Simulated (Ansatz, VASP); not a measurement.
One calculation of Bi, two programs

The input POSCAR:

```
Bi
1.0
    0.0000000000      2.5348230000      2.5348230000
    2.5348230000      0.0000000000      2.5348230000
    2.5348230000      2.5348230000      0.0000000000
Bi
1
Direct
    0.0000000000      0.0000000000      0.0000000000
```

File INCAR.step1:

```
SYSTEM = Bi
  PREC = Accurate
  ENCUT = 550
  ISMEAR = 0
  SIGMA = 0.1888
  LREAL = .FALSE.
  LASPH = .TRUE.
  NELM = 120
  NBANDS = 14
  GGA = PE
  ALGO = Normal
  EDIFF = 1E-5
  LWAVE = .TRUE.
  LCHARG = .FALSE.
  GGA_COMPAT = .FALSE.
```

Contents of INCAR.step2:

```
SYSTEM = Bi
  PREC = Accurate
  ENCUT = 550
  EDIFF = 1E-6
  ISMEAR = 0
  SIGMA = 0.1888
  LREAL = .FALSE.
  LASPH = .TRUE.
  NELM = 120
  ALGO = Normal
  ISIF = 2
  LWAVE = .FALSE.
  LCHARG = .FALSE.
  METAGGA = R2SCAN
  LMIXTAU = .TRUE.
  NBANDS = 14
  ISTART = 1
  GGA_COMPAT = .FALSE.
```

The input KPOINTS:

```
Automatic mesh
0
G
  6 6 6
  0 0 0
```

Input for Ansatz:

```yaml
crystal:
  lattice:
    - [0.0, 2.534823, 2.534823]
    - [2.534823, 0.0, 2.534823]
    - [2.534823, 2.534823, 0.0]
  atoms:
    - { symbol: Bi, position: [0.0, 0.0, 0.0] }
  symmetry: { tolerance: 0.0003 }
kpoints:
  mp_grid: { grid: [6, 6, 6], shift: [0, 0, 0] }
magnetization:
  spin_polarized: false
scf:
  occupations: { method: gaussian, width: 0.1888 }
hamiltonian:
  pseudopotentials: { kind: paw }
  xc: r2scan
basis:
  ecutwfc: 500
output:
  forces: true
  stress: true
  eigenvalues: true
```

Alike in both runs: task single point; functional r2SCAN; k mesh 6 × 6 × 6; occupations gaussian, width 0.1888 eV; no spin polarisation.

```csv
,VASP,Ansatz
version,VASP 6.6.1,Ansatz 0.2.0
potentials or method,"VASP PAW PBE potentials, release 64 (Bi_d), cutoff 550 eV",PAW plane waves
valence electrons in the cell,15,15
```

```tsv
	VASP	Ansatz	Ansatz less VASP
gap on the k mesh at the Fermi level (eV)	none	none	-
pressure (GPa)	-2.3	-2.3	+0.04
```

VASP's potentials were made for PBE, not for r2SCAN. A gap of «none» marks a metal or a gap that the smearing closes.

Neither program's run includes spin-orbit coupling.
